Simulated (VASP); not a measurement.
# In (P6_3/mmc) in VASP: notebook

The runs below take In through single point, with B3LYP, HF, PBE0.

Program: VASP 6.6.1. These are calculated values, not measurements. Logs are shortened: lines on timing, memory, paths and dates and some standing lists are left out, and cuts for length are marked.

### Step 1. The cell of the first run

The structure is hexagonal, space group P6_3/mmc (No. 194). Conventional cell: a = 3.428 Å, b = 3.428 Å, c = 5.753 Å, α = 90.00°, β = 90.00°, γ = 120.00°. Within 4.5 Å of In (site symmetry -6m2) lie 12 In at 3.43 to 3.49 Å.

This isn't the form of In at room conditions, which is tetragonal.

### Step 2. Single point, B3LYP

Contents of POSCAR:

```
In
1.0
    3.4278368316      0.0000000000      0.0000000000
   -1.7139184158      2.9685937762      0.0000000000
    0.0000000000      0.0000000000      5.7525631675
In
2
Direct
    0.6666666667      0.3333333333      0.7500000000
    0.3333333333      0.6666666667      0.2500000000
```

Contents of INCAR.step1:

```
PREC = Accurate
ENCUT = 520
EDIFF = 1E-5
ISMEAR = -1
SIGMA = 0.05
LREAL = F
LASPH = T
NELM = 80
ALGO = Normal
ISIF = 2
LWAVE = T
LCHARG = F
GGA = PE
NBANDS = 20
```

Contents of INCAR.step2:

```
PREC = Accurate
ENCUT = 520
EDIFF = 1E-6
ISMEAR = -1
SIGMA = 0.05
LREAL = F
LASPH = T
NELM = 80
ALGO = Normal
ISIF = 2
LWAVE = F
LCHARG = F
GGA = B3
LHFCALC = T
AEXX = 0.2
AGGAX = 0.72
AGGAC = 0.81
ALDAC = 0.19
PRECFOCK = Normal
ISTART = 1
NBANDS = 20
```

Contents of KPOINTS:

```
regular mesh
0
Gamma
  5 5 3
```

Potentials or basis: VASP PAW PBE potentials, release 64 (In_d).

The run is started by

```
$ cat potpaw_PBE.64/In_d/POTCAR > POTCAR
$ cp INCAR.step1 INCAR
$ mpirun -np 1 vasp_std > vasp.out
$ cp INCAR.step2 INCAR
$ mpirun -np 1 vasp_std > vasp.out
```

OUTCAR:

```text
PREC = Accurate
   ENCUT = 520
   EDIFF = 1E-6
   ISMEAR = -1
   LREAL = F
   LASPH = T
   NELM = 80
   ISIF = 2
   GGA = B3
   LHFCALC = T
   AEXX = 0.2
   PRECFOCK = Normal
   ISTART = 1

 ion  position               nearest neighbor table
   1  0.667  0.333  0.750-   2 3.49   2 3.49   2 3.49   2 3.49   2 3.49   2 3.49
   2  0.333  0.667  0.250-   1 3.49   1 3.49   1 3.49   1 3.49   1 3.49   1 3.49

  LATTYP: Found a hexagonal cell.
 ALAT       =     3.4278368316
 C/A-ratio  =     1.6781904887

  Lattice vectors:

 A1 = (   3.4278368316,   0.0000000000,   0.0000000000)
 A2 = (  -1.7139184158,   2.9685937762,   0.0000000000)
 A3 = (   0.0000000000,   0.0000000000,   5.7525631675)

Analysis of symmetry for initial positions (statically):
=====================================================================
 Subroutine PRICEL returns:
 Original cell was already a primitive cell.

 Routine SETGRP: Setting up the symmetry group for a
 hexagonal supercell.

 Subroutine GETGRP returns: Found 24 space group operations
 (whereof 12 operations were pure point group operations)
 out of a pool of 24 trial point group operations.

The static configuration has the point symmetry D_3d.
 The point group associated with its full space group is D_6h.

Analysis of symmetry for dynamics (positions and initial velocities):
=====================================================================
 Subroutine PRICEL returns:
 Original cell was already a primitive cell.

 Routine SETGRP: Setting up the symmetry group for a
 hexagonal supercell.

 Subroutine GETGRP returns: Found 24 space group operations
 (whereof 12 operations were pure point group operations)
 out of a pool of 24 trial point group operations.

The dynamic configuration has the point symmetry D_3d.
 The point group associated with its full space group is D_6h.

 Subroutine INISYM returns: Found 24 space group operations
 (whereof 12 operations are pure point group operations),
 and found     1 'primitive' translations

----------------------------------------------------------------------------------------

                                     Primitive cell

  volume of cell :      58.5372

  direct lattice vectors                    reciprocal lattice vectors
     3.427836832  0.000000000  0.000000000     0.291729172  0.168429916  0.000000000
    -1.713918416  2.968593776  0.000000000     0.000000000  0.336859832  0.000000000
     0.000000000  0.000000000  5.752563167     0.000000000  0.000000000  0.173835553

  length of vectors
     3.427836832  3.427836832  5.752563167     0.336859832  0.336859832  0.173835553

  position of ions in fractional coordinates (direct lattice)
     0.666666667  0.333333333  0.750000000
     0.333333333  0.666666667  0.250000000

  ion indices of the primitive-cell ions
   primitive index   ion index
                 1           1
                 2           2

----------------------------------------------------------------------------------------

 KPOINTS: regular mesh

Automatic generation of k-mesh.
 Grid dimensions read from file:
 generate k-points for:    5    5    3

 Generating k-lattice:

  Cartesian coordinates                     Fractional coordinates (reciprocal lattice)
     0.058345834  0.033685983  0.000000000     0.200000000  0.000000000  0.000000000
     0.000000000  0.067371966  0.000000000     0.000000000  0.200000000  0.000000000
     0.000000000  0.000000000  0.057945184     0.000000000  0.000000000  0.333333333

  Length of vectors
     0.067371966  0.067371966  0.057945184

  Shift w.r.t. Gamma in fractional coordinates (k-lattice)
     0.000000000  0.000000000  0.000000000

 Subroutine IBZKPT returns following result:
 ===========================================

 Found     10 irreducible k-points:

 Following reciprocal coordinates:
            Coordinates               Weight
  0.000000  0.000000  0.000000      1.000000
  0.200000  0.000000  0.000000      6.000000
  0.400000  0.000000  0.000000      6.000000
  0.200000  0.200000  0.000000      6.000000
  0.400000  0.200000  0.000000      6.000000
  0.000000  0.000000  0.333333      2.000000
  0.200000  0.000000  0.333333     12.000000
  0.400000  0.000000  0.333333     12.000000
  0.200000  0.200000  0.333333     12.000000
  0.400000  0.200000  0.333333     12.000000
   k-points           NKPTS =     10   k-points in BZ     NKDIM =     75   number of bands    NBANDS=     20
   number of dos      NEDOS =    301   number of ions     NIONS =      2
   total plane-waves  NPLWV =  37632
   dimension x,y,z NGX =    28 NGY =   28 NGZ =   48
   dimension x,y,z NGXF=    56 NGYF=   56 NGZF=   96
   ions per type =               2
   NGX,Y,Z   is equivalent  to a cutoff of  13.58, 13.58, 13.87 a.u.
   NGXF,Y,Z  is equivalent  to a cutoff of  27.16, 27.16, 27.74 a.u.
 SYSTEM =  unknown system
   PREC   = accura    normal or accurate (medium, high low for compatibility)
   ISTART =      1    job   : 0-new  1-cont  2-samecut
   ICHARG =      0    charge: 1-file 2-atom 10-const
   ISPIN  =      1    spin polarized calculation?
   LNONCOLLINEAR =      F non collinear calculations
   LSORBIT =      F    spin-orbit coupling
   LASPH  =      T    aspherical Exc in radial PAW
   ENCUT  =  520.0 eV  38.22 Ry    6.18 a.u.   6.37  6.37 10.70*2*pi/ulx,y,z
   NELM   =     80;   NELMIN=  2; NELMDL=  0     # of ELM steps
   EDIFF  = 0.1E-05   stopping-criterion for ELM
   LREAL  =      F    real-space projection
   EDIFFG = 0.1E-04   stopping-criterion for IOM
   NSW    =      0    number of steps for IOM
   IBRION =     -1    ionic relax: 0-MD 1-quasi-New 2-CG
   NFREE  =      0    steps in history (QN), initial steepest desc. (CG)
   ISIF   =      2    stress and relaxation
   ISYM   =      3    0-nonsym 1-usesym 2-fastsym
   POTIM  = 0.5000    time-step for ionic-motion
   TEBEG  =    0.0;   TEEND  =   0.0 temperature during run
   PSTRESS=    0.0 pullay stress
   NELECT =      26.0000    total number of electrons
   NUPDOWN=      -1.0000    fix difference up-down
   EMIN   =  10.00;   EMAX   =-10.00  energy-range for DOS
   EFERMI =   0.00;   METHOD = LEGACY
   ISMEAR =    -1;   SIGMA  =   0.05  broadening in eV -4-tet -1-fermi 0-gaus
   EFERMI_NEDOS =   21; number of points for ismear=-14 and -15
   IALGO  =     38    algorithm
   IMIX   =      1    mixing-type and parameters
     AMIX     =   0.40;   BMIX     =  1.00
     AMIX_MAG =   1.60;   BMIX_MAG =  1.00
  volume/ion in A,a.u.               =      29.27       197.51
  Fermi-wavevector in a.u.,A,eV,Ry     =   1.249075  2.360409 21.227651  1.560188
  Thomas-Fermi vector in A             =   2.383132
   LORBIT       =      0    0 simple, 1 ext, 2 COOP (PROOUT), +10 PAW based schemes
   GGA     = B3    functional components
   LHFCALC =     T    Hartree Fock is set to
   PRECFOCK=normal    Normal, Fast or Accurate (Low or Medium for compatibility)
   ENCUT4O =  -1.0   cutoff for four orbital integrals eV
   NKREDX  =     1    reduce k-point grid by
   NKREDY  =     1    reduce k-point grid by
   NKREDZ  =     1    reduce k-point grid by
   AEXX    =    0.2000 exact exchange contribution
   HFSCREEN=    0.0000 screening length (either q_TF or 0.3 A-1)
   HFSCREENC=   0.0000 screening length for correlation (either q_TF or 0.3 A-1)
   ENCUTFOCK=  -1.0 apply spherical cutoff to Coloumb kernel
   IVDW    =     0    specifies the selected vdW correction
   LEPSILON=     F    determine dielectric tensor
   LRPA    =     F    only Hartree local field effects (RPA)
 non-spin polarized calculation
  energy-cutoff  :      520.00
  volume of cell :       58.54
 maximum number of plane-waves:      1593
 NGX is ok and might be reduce to    28
  NGX = 20; NGY = 20; NGZ = 36

 number of electron      25.9999995 magnetization

 Free energy of the ion-electron system (eV)
  ---------------------------------------------------
  ext. energy  EPLUGINS =         0.00000000
  ---------------------------------------------------
  free energy    TOTEN  =        -4.87247147 eV

  energy without entropy =       -4.86205188  energy(sigma->0) =       -4.86726167

 E-fermi :   6.6253     XC(G=0):  -7.7352

 val. band max:        6.5900641423   @ k =   0.4000   0.0000   0.3333
 cond. band min:       7.1029629035   @ k =   0.0000   0.0000   0.3333
 fundamental gap:      0.5128987612
 Fermi energy:         6.6253109537

 k-point     1 :       0.0000    0.0000    0.0000
  band No.  band energies     occupation
      1     -10.0836      2.00000
      2     -10.0627      2.00000
      3     -10.0378      2.00000
      4     -10.0378      2.00000
      5     -10.0198      2.00000
      6     -10.0198      2.00000
[... 12 lines left out ...]
     19      18.4126      0.00000
     20      18.6135      0.00000

 k-point     2 :       0.2000    0.0000    0.0000
  band No.  band energies     occupation
      1     -10.1131      2.00000
      2     -10.0414      2.00000
      3     -10.0184      2.00000
      4      -9.9945      2.00000
      5      -9.9758      2.00000
      6      -9.9606      2.00000
[... 12 lines left out ...]
     19      16.7205      0.00000
     20      18.3076      0.00000

 k-point     3 :       0.4000    0.0000    0.0000
  band No.  band energies     occupation
      1     -10.1853      2.00000
      2     -10.0840      2.00000
      3     -10.0779      2.00000
      4     -10.0151      2.00000
      5      -9.9402      2.00000
      6      -9.9332      2.00000
[... 12 lines left out ...]
     19      15.1780      0.00000
     20      17.6044      0.00000

 k-point     4 :       0.2000    0.2000    0.0000
  band No.  band energies     occupation
      1     -10.0775      2.00000
      2     -10.0681      2.00000
      3     -10.0600      2.00000
      4     -10.0132      2.00000
      5      -9.9651      2.00000
      6      -9.9375      2.00000
[... 107 lines left out ...]
 k-point     9 :       0.2000    0.2000    0.3333
  band No.  band energies     occupation
      1     -10.0888      2.00000
      2     -10.0657      2.00000
      3     -10.0547      2.00000
      4     -10.0038      2.00000
      5      -9.9808      2.00000
      6      -9.9263      2.00000
[... 12 lines left out ...]
     19      17.6741      0.00000
     20      17.7654      0.00000

 k-point    10 :       0.4000    0.2000    0.3333
  band No.  band energies     occupation
      1     -10.0913      2.00000
      2     -10.0878      2.00000
      3     -10.0289      2.00000
      4     -10.0230      2.00000
      5     -10.0010      2.00000
      6      -9.8907      2.00000
[... 12 lines left out ...]
     19      16.3261      0.00000
     20      18.3908      0.00000

------------------------ aborting loop because EDIFF is reached ----------------------------------------

  FORCE on cell =-STRESS in cart. coord.  units (eV):
  Direction    XX          YY          ZZ          XY          YZ          ZX
  --------------------------------------------------------------------------------------
  -------------------------------------------------------------------------------------
  Total       -0.0270487     -0.0270487     -0.0457798      0.0000000      0.0000000      0.0000000
  in kB       -0.7403297     -0.7403297     -1.2530021      0.0000000      0.0000000      0.0000000
  external PRESSURE =      -0.9112205 kB  Pullay stress =       0.0000000 kB

 VOLUME and BASIS-vectors are now :
 -----------------------------------------------------------------------------
  energy-cutoff  :      520.00
  volume of cell :       58.54
      direct lattice vectors                 reciprocal lattice vectors
     3.427836832  0.000000000  0.000000000     0.291729172  0.168429916  0.000000000
    -1.713918416  2.968593776  0.000000000     0.000000000  0.336859832  0.000000000
     0.000000000  0.000000000  5.752563167     0.000000000  0.000000000  0.173835553

 POSITION                                       TOTAL-FORCE (eV/Angst)
 -----------------------------------------------------------------------------------
      1.71392      0.98953      4.31442         0.000000      0.000000      0.000000
     -0.00000      1.97906      1.43814        -0.000000     -0.000000     -0.000000
 -----------------------------------------------------------------------------------
    total drift:                               -0.000000     -0.000000      0.000000

  FREE ENERGIE OF THE ION-ELECTRON SYSTEM (eV)
  ---------------------------------------------------
  free  energy   TOTEN  =        -4.8724714657 eV

  energy  without entropy=       -4.8620518754  energy(sigma->0) =       -4.86726167
```

Wall time 11 min (1 thread of Intel Xeon Platinum 8488C (Sapphire Rapids), shared host); peak memory 0.19 GiB.

What came out:

```
Free energy            : -4.8725 eV
Pressure               : -0.1 GPa
Band gap on the k mesh : zero (bands 13 and 14 overlap by 2.47 eV)
```

Levels at points of the mesh, in eV from the Fermi level:
| k point | band 10 | band 11 | band 12 | band 13 | band 14 | band 15 | band 16 | band 17 |
| --- | --- | --- | --- | --- | --- | --- | --- | --- |
| (0.00, 0.00, 0.00) | -16.44 | -10.21 | -5.46 | -3.55 | 8.61 | 8.61 | 9.90 | 10.31 |

Caveat: the k points lie up to 0.42 Å⁻¹ apart, too coarse for converged energies and pressures of a metal; the PAW data sets were made with another functional, which shifts forces and pressure a little; spin-orbit coupling is left out, which moves the levels of the heavy elements.

### Step 3. Single point, HF

This run uses another cell than the first one, of 30.83 Å³/atom.

Contents of POSCAR:

```
In
1.0
    3.4859948147      0.0000000000      0.0000000000
   -1.7429974073      3.0189600670      0.0000000000
    0.0000000000      0.0000000000      5.8581208207
In
2
Direct
    0.6666666667      0.3333333333      0.7500000000
    0.3333333333      0.6666666667      0.2500000000
```

Contents of INCAR.step1:

```
ALGO     = Normal         # electronic algorithm
EDIFF    = 1E-5           # SCF threshold, eV
ENCUT    = 520            # plane-wave cutoff, eV
GGA      = PE             # functional
ISIF     = 2              # what is computed and relaxed
ISMEAR   = -1             # smearing method
LASPH    = True           # aspherical terms in the spheres
LCHARG   = False          # write CHGCAR
LREAL    = False          # projectors in reciprocal space
LWAVE    = True           # write WAVECAR
NBANDS   = 20             # bands
NELM     = 60             # most SCF steps
PREC     = Accurate       # precision mode
SIGMA    = 0.05           # smearing width, eV
```

Contents of INCAR.step2:

```
AEXX     = 1.0            # exact-exchange fraction
AGGAC    = 0.0          
ALDAC    = 0.0          
ALGO     = Normal         # electronic algorithm
EDIFF    = 1E-6           # SCF threshold, eV
ENCUT    = 520            # plane-wave cutoff, eV
GGA      = PE             # functional
ISIF     = 2              # what is computed and relaxed
ISMEAR   = -1             # smearing method
ISTART   = 1            
LASPH    = True           # aspherical terms in the spheres
LCHARG   = False          # write CHGCAR
LHFCALC  = True           # exact exchange
LREAL    = False          # projectors in reciprocal space
LWAVE    = False          # write WAVECAR
NBANDS   = 20             # bands
NELM     = 60             # most SCF steps
PREC     = Accurate       # precision mode
PRECFOCK = Normal       
SIGMA    = 0.05           # smearing width, eV
```

Contents of KPOINTS:

```
k-points
0
Gamma
  5 5 3
```

Potentials or basis: VASP PAW PBE potentials, release 64 (In_d).

The run is started by

```
$ cat potpaw_PBE.64/In_d/POTCAR > POTCAR
$ cp INCAR.step1 INCAR
$ mpirun -np 1 vasp_std > vasp.out
$ cp INCAR.step2 INCAR
$ mpirun -np 1 vasp_std > vasp.out
```

Wall time 16 min (1 thread of Intel Xeon Platinum 8488C (Sapphire Rapids), shared host); peak memory 0.19 GiB.

Results (log left out):

```
Free energy            : -8.0047 eV
Pressure               : -0.5 GPa
Band gap on the k mesh : zero (bands 13 and 14 overlap by 5.24 eV)
```

Stress tensor (GPa, compression positive):
```
-0.41  0.00  0.00
 0.00 -0.41  0.00
 0.00  0.00 -0.58
```

Levels at points of the mesh, in eV from the Fermi level:
| k point | band 11 | band 12 | band 13 | band 14 | band 15 | band 16 |
| --- | --- | --- | --- | --- | --- | --- |
| (0.00, 0.00, 0.00) | -14.78 | -7.94 | -5.52 | 12.32 | 12.32 | 13.73 |

Caveat: the k points lie up to 0.42 Å⁻¹ apart, too coarse for converged energies and pressures of a metal; the PAW data sets were made with another functional, which shifts forces and pressure a little; spin-orbit coupling is left out, which moves the levels of the heavy elements.

### Step 4. Single point, PBE0

This run uses another cell than the first one, of 27.07 Å³/atom.

Contents of POSCAR:

```
In
1.0
    3.3575747290      0.0000000000      0.0000000000
   -1.6787873645      2.9077450104      0.0000000000
    0.0000000000      0.0000000000      5.5456283735
In
2
Direct
    0.6666666667      0.3333333333      0.7500000000
    0.3333333333      0.6666666667      0.2500000000
```

Contents of INCAR.step1:

```
PREC     = Accurate       # precision mode
ENCUT    = 520            # plane-wave cutoff, eV
EDIFF    = 1E-5           # SCF threshold, eV
ISMEAR   = -1             # smearing method
SIGMA    = 0.05           # smearing width, eV
LREAL    = False          # projectors in reciprocal space
LASPH    = True           # aspherical terms in the spheres
NELM     = 80             # most SCF steps
ALGO     = Normal         # electronic algorithm
ISIF     = 2              # what is computed and relaxed
LWAVE    = True           # write WAVECAR
LCHARG   = False          # write CHGCAR
GGA      = PE             # functional
NBANDS   = 20             # bands
```

Contents of INCAR.step2:

```
PREC     = Accurate       # precision mode
ENCUT    = 520            # plane-wave cutoff, eV
EDIFF    = 1E-6           # SCF threshold, eV
ISMEAR   = -1             # smearing method
SIGMA    = 0.05           # smearing width, eV
LREAL    = False          # projectors in reciprocal space
LASPH    = True           # aspherical terms in the spheres
NELM     = 80             # most SCF steps
ALGO     = Normal         # electronic algorithm
ISIF     = 2              # what is computed and relaxed
LWAVE    = False          # write WAVECAR
LCHARG   = False          # write CHGCAR
GGA      = PE             # functional
LHFCALC  = True           # exact exchange
AEXX     = 0.25           # exact-exchange fraction
PRECFOCK = Normal       
ISTART   = 1            
NBANDS   = 20             # bands
```

Contents of KPOINTS:

```
Automatic mesh
0
Gamma
  4 4 4
```

The run is started by

```
$ cat potpaw_PBE.64/In_d/POTCAR > POTCAR
$ cp INCAR.step1 INCAR
$ mpirun -np 1 vasp_std > vasp.out
$ cp INCAR.step2 INCAR
$ mpirun -np 1 vasp_std > vasp.out
```

It took 41 min on 1 thread of Intel Xeon Platinum 8259CL at 2.50GHz (Skylake/Cascade Lake), shared host; peak memory 0.19 GiB.

The run converged. Its results:

```
Free energy            : -6.0726 eV
Pressure               : 1.2 GPa
Band gap on the k mesh : zero (bands 13 and 14 overlap by 6.86 eV)
```

Stress tensor (GPa, compression positive):
```
 3.99  0.00  0.00
 0.00  3.99  0.00
 0.00  0.00 -4.39
```

Levels at points of the mesh, in eV from the Fermi level:
| k point | band 9 | band 10 | band 11 | band 12 | band 13 | band 14 | band 15 | band 16 | band 17 | band 18 |
| --- | --- | --- | --- | --- | --- | --- | --- | --- | --- | --- |
| (0.00, 0.00, 0.00) | -16.97 | -16.97 | -11.20 | -5.54 | -4.28 | 9.24 | 9.24 | 11.07 | 11.07 | 11.24 |
| (0.50, 0.00, 0.00) | -16.93 | -16.90 | -6.02 | -5.18 | 0.04 | 0.42 | 1.14 | 3.23 | 4.67 | 8.09 |
| (0.00, 0.00, 0.50) | -17.02 | -17.02 | -9.69 | -9.69 | 3.32 | 3.32 | 10.29 | 10.29 | 10.29 | 10.29 |
| (0.50, 0.00, 0.50) | -16.91 | -16.91 | -4.56 | -4.56 | -3.51 | -3.51 | 6.29 | 6.29 | 6.85 | 6.85 |

Caveat: the k points lie up to 0.54 Å⁻¹ apart, too coarse for converged energies and pressures of a metal; the PAW data sets were made with another functional, which shifts forces and pressure a little; spin-orbit coupling is left out, which moves the levels of the heavy elements.

(Part 1 of 2 ends here.)
